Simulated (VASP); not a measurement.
# MgO2 (R-3m) in VASP: further runs

The runs below take MgO2 through single point, with PBEsol.

All numbers are computed with VASP 6.6.1; they aren't measurements. Logs are shortened: lines on timing, memory, paths and dates and some standing lists are left out, and cuts for length are marked.

## Step 1: The cell of the first run

Symmetry: R-3m, No. 166, trigonal system. The conventional cell has a = 3.290 Å, b = 3.290 Å, c = 9.958 Å, α = 90.00°, β = 90.00°, γ = 120.00°. Mg (site symmetry -3m) has 6 O at 2.12 Å within 2.8 Å. O (site symmetry 3m) has 1 O at 1.42 Å within 1.9 Å.

## Step 2: Single point, PBEsol (strain +0.025 along x and y, -0.050 along z)

Contents of INCAR:

```
PREC = Accurate
ENCUT = 520
EDIFF = 1E-6
ISMEAR = 0
SIGMA = 0.05
LREAL = False
LASPH = True
NELM = 100
ALGO = Normal
ISIF = 2
LWAVE = False
LCHARG = False
GGA = PS
NBANDS = 14
```

Contents of KPOINTS:

```
regular mesh
0
Gamma
  12 12 12
```

Contents of POSCAR:

```
MgO2
1.0
    1.6448800414      0.9496719347      3.3192799312
   -1.6448800414      0.9496719347      3.3192799312
    0.0000000000     -1.8993438694      3.3192799312
Mg O
1 2
Direct
    0.0000000000      0.0000000000      0.0000000000
    0.4287860000      0.4287860000      0.4287860000
    0.5712140000      0.5712140000      0.5712140000
```

Potentials or basis: VASP PAW PBE potentials, release 64 (Mg, O).

Run with:

```
$ cat potpaw_PBE.64/Mg/POTCAR potpaw_PBE.64/O/POTCAR > POTCAR
$ mpirun -np 1 vasp_std > vasp.out
```

OUTCAR:

```text
PREC = Accurate
   ENCUT = 520
   EDIFF = 1E-6
   ISMEAR = 0
   LREAL = False
   LASPH = True
   NELM = 100
   ISIF = 2
   GGA = PS

 ion  position               nearest neighbor table
   1  0.000  0.000  0.000-   3 2.12   3 2.12   2 2.12   2 2.12   3 2.12   2 2.12
   2  0.429  0.429  0.429-   3 1.42   1 2.12   1 2.12   1 2.12
   3  0.571  0.571  0.571-   2 1.42   1 2.12   1 2.12   1 2.12

  LATTYP: Found a trigonal (rhomboedric) cell.
 ALAT       =     3.8242811607
 COS(alpha) =     0.6300024660

  Lattice vectors:

 A1 = (   1.6448800414,   0.9496719347,   3.3192799312)
 A2 = (  -1.6448800414,   0.9496719347,   3.3192799312)
 A3 = (   0.0000000000,  -1.8993438694,   3.3192799312)

Analysis of symmetry for initial positions (statically):
=====================================================================
 Subroutine PRICEL returns:
 Original cell was already a primitive cell.

 Routine SETGRP: Setting up the symmetry group for a
 trigonal (rhombohedral) supercell.

 Subroutine GETGRP returns: Found 12 space group operations
 (whereof 12 operations were pure point group operations)
 out of a pool of 12 trial point group operations.

The static configuration has the point symmetry D_3d.

Analysis of symmetry for dynamics (positions and initial velocities):
=====================================================================
 Subroutine PRICEL returns:
 Original cell was already a primitive cell.

 Routine SETGRP: Setting up the symmetry group for a
 trigonal (rhombohedral) supercell.

 Subroutine GETGRP returns: Found 12 space group operations
 (whereof 12 operations were pure point group operations)
 out of a pool of 12 trial point group operations.

The dynamic configuration has the point symmetry D_3d.

 Subroutine INISYM returns: Found 12 space group operations
 (whereof 12 operations are pure point group operations),
 and found     1 'primitive' translations

----------------------------------------------------------------------------------------

                                     Primitive cell

  volume of cell :      31.1102

  direct lattice vectors                    reciprocal lattice vectors
     1.644880041  0.949671935  3.319279931     0.303973534  0.175499202  0.100423387
    -1.644880041  0.949671935  3.319279931    -0.303973534  0.175499202  0.100423387
     0.000000000 -1.899343869  3.319279931     0.000000000 -0.350998404  0.100423387

  length of vectors
     3.824281161  3.824281161  3.824281161     0.365081821  0.365081821  0.365081821

[... 89 lines left out ...]
   ISYM   =      2    0-nonsym 1-usesym 2-fastsym
   POTIM  = 0.5000    time-step for ionic-motion
   TEBEG  =    0.0;   TEEND  =   0.0 temperature during run
   PSTRESS=    0.0 pullay stress
   NELECT =      14.0000    total number of electrons
   NUPDOWN=      -1.0000    fix difference up-down
   EMIN   =  10.00;   EMAX   =-10.00  energy-range for DOS
   EFERMI =   0.00;   METHOD = LEGACY
   ISMEAR =     0;   SIGMA  =   0.05  broadening in eV -4-tet -1-fermi 0-gaus
   EFERMI_NEDOS =   21; number of points for ismear=-14 and -15
   IALGO  =     38    algorithm
   IMIX   =      4    mixing-type and parameters
     AMIX     =   0.40;   BMIX     =  1.00
     AMIX_MAG =   1.60;   BMIX_MAG =  1.00
  volume/ion in A,a.u.               =      10.37        69.98
  Fermi-wavevector in a.u.,A,eV,Ry     =   1.254536  2.370730 21.413679  1.573861
  Thomas-Fermi vector in A             =   2.388336
   LORBIT       =      0    0 simple, 1 ext, 2 COOP (PROOUT), +10 PAW based schemes
   GGA     = PS    functional components
   LHFCALC =     F    Hartree Fock is set to
   AEXX    =    0.0000 exact exchange contribution
   IVDW    =     0    specifies the selected vdW correction
   LEPSILON=     F    determine dielectric tensor
   LRPA    =     F    only Hartree local field effects (RPA)
 non-spin polarized calculation
 Gauss-broadening in eV      SIGMA  =   0.05
  energy-cutoff  :      520.00
  volume of cell :       31.11
 maximum number of plane-waves:       853
   NGX = 15   NGY = 15   NGZ = 15

 number of electron      13.9999997 magnetization

 Free energy of the ion-electron system (eV)
  ---------------------------------------------------
  ext. energy  EPLUGINS =         0.00000000
  ---------------------------------------------------
  free energy    TOTEN  =       -17.06683081 eV

  energy without entropy =      -17.06683081  energy(sigma->0) =      -17.06683081

 E-fermi :   3.3554     XC(G=0): -10.4040

 val. band max:        3.0571434604   @ k =   0.5000   0.5000   0.5000
 cond. band min:       5.9715306088   @ k =   0.3333   0.3333   0.3333
 fundamental gap:      2.9143871484
 Fermi energy:         3.3554324896

 k-point     1 :       0.0000    0.0000    0.0000
  band No.  band energies     occupation
      1     -19.2901      2.00000
      2     -11.0982      2.00000
      3      -5.1030      2.00000
      4      -1.0551      2.00000
      5      -1.0551      2.00000
      6       2.1183      2.00000
      7       2.1183      2.00000
      8       6.7539      0.00000
      9       8.6930      0.00000
     10      15.6390      0.00000
     11      16.6990      0.00000
     12      16.6990      0.00000
     13      17.4699      0.00000
     14      18.6811      0.00000
[... 377 lines left out ...]
      1     -18.8460      2.00000
      2     -11.6023      2.00000
      3      -4.1382      2.00000
      4      -3.1970      2.00000
      5      -1.6791      2.00000
      6       1.5304      2.00000
      7       2.1011      2.00000
      8       8.1173      0.00000
      9      11.3822      0.00000
     10      12.2692      0.00000
     11      15.3140      0.00000
     12      17.3518      0.00000
     13      17.9174      0.00000
     14      19.0013      0.00000

 [... further k-points ...]
[... 5 lines left out ...]
  --------------------------------------------------------------------------------------
  -------------------------------------------------------------------------------------
  Total       -1.9249325     -1.9249325      4.0464050      0.0000000      0.0000000      0.0000000
  in kB      -99.1341149    -99.1341149    208.3900435      0.0000000      0.0000000      0.0000000
  external PRESSURE =       3.3739379 kB  Pullay stress =       0.0000000 kB

 VOLUME and BASIS-vectors are now :
 -----------------------------------------------------------------------------
  energy-cutoff  :      520.00
  volume of cell :       31.11
      direct lattice vectors                 reciprocal lattice vectors
     1.644880041  0.949671935  3.319279931     0.303973534  0.175499202  0.100423387
    -1.644880041  0.949671935  3.319279931    -0.303973534  0.175499202  0.100423387
     0.000000000 -1.899343869  3.319279931     0.000000000 -0.350998404  0.100423387

 POSITION                                       TOTAL-FORCE (eV/Angst)
 -----------------------------------------------------------------------------------
      0.00000      0.00000      0.00000        -0.000000     -0.000000     -0.000000
      0.00000      0.00000      4.26978         0.000000     -0.000000     -1.998710
      0.00000      0.00000      5.68806         0.000000      0.000000      1.998710
 -----------------------------------------------------------------------------------
    total drift:                               -0.000000      0.000000      0.000000

  FREE ENERGIE OF THE ION-ELECTRON SYSTEM (eV)
  ---------------------------------------------------
  free  energy   TOTEN  =       -17.0668308103 eV

  energy  without entropy=      -17.0668308103  energy(sigma->0) =      -17.06683081
```

stdout:

```text
POSCAR found type information on POSCAR MgO
 POSCAR found :  2 types and       3 ions
 scaLAPACK will be used
 -----------------------------------------------------------------------------
|                                                                             |
|                                                                             |
|     You enforced a specific xc type in the INCAR file but a different       |
|     I HOPE YOU KNOW WHAT YOU ARE DOING!                                     |
|                                                                             |
 -----------------------------------------------------------------------------

 LDA part: xc-table for (Slater+PW92), standard interpolation
 POSCAR, INCAR and KPOINTS ok, starting setup
 FFT: planning ... GRIDC
 FFT: planning ... GRID_SOFT
 FFT: planning ... GRID
 WAVECAR not read
 entering main loop
```

Wall time 49 s (1 thread of Intel Xeon Platinum 8488C (Sapphire Rapids), shared host); peak memory 0.22 GiB.

Results:

```
Free energy            : -17.0668 eV
Pressure               : 0.3 GPa
Largest force          : 1.999 eV/Å
Band gap on the k mesh : 2.91 eV, indirect (least direct gap 3.12 eV)
```

Forces on the atoms (eV/Å):
```
Mg   0.000  0.000  0.000
O    0.000  0.000 -1.999
O    0.000  0.000  1.999
```

Stress tensor (GPa, compression positive):
```
-9.91  0.00  0.00
 0.00 -9.91  0.00
 0.00  0.00 20.84
```

Levels at points of the mesh, in eV from the valence-band top:
```tsv
k point	band 5	band 6	band 7	band 8	band 9	band 10
(0.00, 0.00, 0.00)	-4.11	-0.94	-0.94	3.70	5.64	12.58
(0.50, 0.00, 0.00)	-4.38	-1.41	-0.88	5.09	7.76	9.12
(0.50, 0.50, 0.00)	-5.15	-2.09	-0.02	4.52	6.71	9.92
(0.50, 0.50, 0.50)	-4.68	0.00	0.00	3.33	3.91	9.44
```

Caveat: the cell differs from its parent crystal (strain +0.025 along x and y, -0.050 along z); the PAW data sets were made with another functional, which shifts forces and pressure a little. A k mesh can miss the band edges.

## Step 3: Single point, PBEsol (strain +0.000 along x and y, +0.025 along z)

INCAR is that of step 2.

Contents of KPOINTS:

```
Automatic mesh
0
Gamma
  12 12 12
```

Contents of POSCAR:

```
MgO2
1.0
    1.6047610160      0.9265092046      3.5813283468
   -1.6047610160      0.9265092046      3.5813283468
    0.0000000000     -1.8530184092      3.5813283468
Mg O
1 2
Direct
    0.0000000000      0.0000000000      0.0000000000
    0.4287860000      0.4287860000      0.4287860000
    0.5712140000      0.5712140000      0.5712140000
```

Potentials or basis: VASP PAW PBE potentials, release 64 (Mg, O).

Run with:

```
$ cat potpaw_PBE.64/Mg/POTCAR potpaw_PBE.64/O/POTCAR > POTCAR
$ mpirun -np 1 vasp_std > vasp.out
```

Run time: 67 s. Hardware: 1 thread of Intel Xeon Platinum 8488C (Sapphire Rapids), shared host; peak memory 0.22 GiB.

It converged, with:

```yaml
Free_energy: -17.1494 eV
Pressure: -9.0 GPa
Largest_force: 0.698 eV/Å
Band_gap_on_the_k_mesh: 1.72 eV, direct
```

Forces on the atoms (eV/Å):
```
Mg   0.000  0.000  0.000
O    0.000  0.000  0.698
O    0.000  0.000 -0.698
```

Stress tensor (GPa, compression positive):
```
 -4.74   0.00   0.00
  0.00  -4.74   0.00
  0.00   0.00 -17.47
```

Levels at points of the mesh, in eV from the valence-band top:
```
           k point  band 3  band 4  band 5  band 6  band 7  band 8  band 9  band 10  band 11  band 12
(0.00, 0.00, 0.00)   -7.41   -3.00   -3.00   -0.74   -0.74    4.37    4.62    11.64    13.42    14.90
(0.50, 0.00, 0.00)   -6.42   -5.74   -3.34   -1.19   -1.18    3.68    8.62    10.21    12.38    13.68
(0.50, 0.50, 0.00)   -5.80   -5.10   -3.99   -2.16   -0.15    2.99    7.97    11.04    11.98    12.37
(0.50, 0.50, 0.50)   -4.78   -3.49   -3.49    0.00    0.00    1.72    5.16     9.01    14.28    14.28
```

Caveat: the cell differs from its parent crystal (strain +0.000 along x and y, +0.025 along z); the PAW data sets were made with another functional, which shifts forces and pressure a little.

## Step 4: Single point, PBEsol (strain +0.025 along x and y, -0.025 along z)

Contents of INCAR:

```
PREC = Accurate
ENCUT = 520
EDIFF = 1E-6
ISMEAR = 0
SIGMA = 0.05
LREAL = F
LASPH = T
NELM = 60
ALGO = Normal
ISIF = 2
LWAVE = F
LCHARG = F
GGA = PS
NBANDS = 14
```

KPOINTS is that of step 3.

Contents of POSCAR:

```
MgO2
1.0
    1.6448800414      0.9496719347      3.4066294030
   -1.6448800414      0.9496719347      3.4066294030
    0.0000000000     -1.8993438694      3.4066294030
Mg O
1 2
Direct
    0.0000000000      0.0000000000      0.0000000000
    0.4287860000      0.4287860000      0.4287860000
    0.5712140000      0.5712140000      0.5712140000
```

Potentials or basis: VASP PAW PBE potentials, release 64 (Mg, O).

Run with:

```
$ cat potpaw_PBE.64/Mg/POTCAR potpaw_PBE.64/O/POTCAR > POTCAR
$ mpirun -np 1 vasp_std > vasp.out
```

OUTCAR:

```text
PREC = Accurate
   ENCUT = 520
   EDIFF = 1E-6
   ISMEAR = 0
   LREAL = F
   LASPH = T
   NELM = 60
   ISIF = 2
   GGA = PS

 ion  position               nearest neighbor table
   1  0.000  0.000  0.000-   3 2.14   3 2.14   2 2.14   2 2.14   3 2.14   2 2.14
   2  0.429  0.429  0.429-   3 1.46   1 2.14   1 2.14   1 2.14
   3  0.571  0.571  0.571-   2 1.46   1 2.14   1 2.14   1 2.14

  LATTYP: Found a trigonal (rhomboedric) cell.
 ALAT       =     3.9003372961
 COS(alpha) =     0.6442915960

  Lattice vectors:
[... 591 lines left out ...]
     10      12.0400      0.00000
     11      14.7895      0.00000
     12      16.7237      0.00000
     13      17.1954      0.00000
     14      18.8341      0.00000

 [... further k-points ...]
[... 5 lines left out ...]
  --------------------------------------------------------------------------------------
  -------------------------------------------------------------------------------------
  Total       -2.0429369     -2.0429369      1.1840179      0.0000000      0.0000000      0.0000000
  in kB     -102.5136160   -102.5136160     59.4134651      0.0000000      0.0000000      0.0000000
  external PRESSURE =     -48.5379223 kB  Pullay stress =       0.0000000 kB

 VOLUME and BASIS-vectors are now :
 -----------------------------------------------------------------------------
  energy-cutoff  :      520.00
  volume of cell :       31.93
      direct lattice vectors                 reciprocal lattice vectors
     1.644880041  0.949671935  3.406629403     0.303973534  0.175499202  0.097848428
    -1.644880041  0.949671935  3.406629403    -0.303973534  0.175499202  0.097848428
     0.000000000 -1.899343869  3.406629403     0.000000000 -0.350998404  0.097848428

 POSITION                                       TOTAL-FORCE (eV/Angst)
 -----------------------------------------------------------------------------------
      0.00000      0.00000      0.00000         0.000000     -0.000000      0.000000
      0.00000      0.00000      4.38214        -0.000000     -0.000000     -0.955276
      0.00000      0.00000      5.83774        -0.000000      0.000000      0.955276
 -----------------------------------------------------------------------------------
    total drift:                                0.000000     -0.000000      0.000000

  FREE ENERGIE OF THE ION-ELECTRON SYSTEM (eV)
  ---------------------------------------------------
  free  energy   TOTEN  =       -17.1356584484 eV

  energy  without entropy=      -17.1356584484  energy(sigma->0) =      -17.13565845
```

OSZICAR:

```text
N       E                     dE             d eps       ncg     rms          rms(c)
DAV:   1     0.457832304825E+02    0.45783E+02   -0.75870E+03  5828   0.910E+02
DAV:   2    -0.161724478519E+02   -0.61956E+02   -0.57207E+02  6868   0.192E+02
DAV:   3    -0.184968890069E+02   -0.23244E+01   -0.23180E+01  6164   0.362E+01
DAV:   4    -0.185061378680E+02   -0.92489E-02   -0.92484E-02  6428   0.258E+00
DAV:   5    -0.185061855629E+02   -0.47695E-04   -0.47695E-04  6204   0.174E-01    0.814E+00
DAV:   6    -0.172711143845E+02    0.12351E+01   -0.18941E+00  5700   0.114E+01    0.352E+00
DAV:   7    -0.171465743624E+02    0.12454E+00   -0.16825E-01  5964   0.355E+00    0.168E+00
DAV:   8    -0.171347306854E+02    0.11844E-01   -0.58429E-02  5490   0.225E+00    0.247E-01
DAV:   9    -0.171356014376E+02   -0.87075E-03   -0.11585E-02  5922   0.790E-01    0.101E-01
DAV:  10    -0.171356199083E+02   -0.18471E-04   -0.75149E-04  5964   0.246E-01    0.411E-02
DAV:  11    -0.171356558420E+02   -0.35934E-04   -0.94606E-05  5778   0.787E-02    0.837E-03
DAV:  12    -0.171356580859E+02   -0.22439E-05   -0.43309E-06  6462   0.166E-02    0.268E-03
DAV:  13    -0.171356584484E+02   -0.36251E-06   -0.34153E-07  4482   0.515E-03
   1 F= -.17135658E+02 E0= -.17135658E+02  d E =-.543208E-11
```

It took 69 s on 1 thread of Intel Xeon Platinum 8488C (Sapphire Rapids), shared host; peak memory 0.23 GiB.

What came out:

```yaml
Free_energy: -17.1357 eV
Pressure: -4.9 GPa
Largest_force: 0.955 eV/Å
Band_gap_on_the_k_mesh: 2.76 eV, indirect (least direct gap 2.77 eV)
```

Forces on the atoms (eV/Å):
```
Mg   0.000  0.000  0.000
O    0.000  0.000 -0.955
O    0.000  0.000  0.955
```

Stress tensor (GPa, compression positive):
```
-10.25   0.00   0.00
  0.00 -10.25   0.00
  0.00   0.00   5.94
```

Caveat: the cell differs from its parent crystal (strain +0.025 along x and y, -0.025 along z); the PAW data sets were made with another functional, which shifts forces and pressure a little. A k mesh can miss the band edges.

## Step 5: Summary

```tsv
cell	gap on the mesh (eV)	pressure (GPa)	largest force (eV/Å)
a = 3.824 Å, angles 50.9°, 3 atoms	2.91	0.3	2.00
a = 4.032 Å, angles 46.9°, 3 atoms	1.72	-9.0	0.70
a = 3.900 Å, angles 49.9°, 3 atoms	2.76	-4.9	0.96
```

Alike in all rows: task single point; level PBEsol; potentials or basis VASP PAW PBE potentials, release 64 (Mg, O); no spin polarisation; k mesh 12 × 12 × 12; cutoff (eV) 520; smearing gaussian 0.05 eV.

Caveats: the PAW data sets were made with another functional, which shifts forces and pressure a little.

Absolute energies hang on the potentials; compare differences alone.
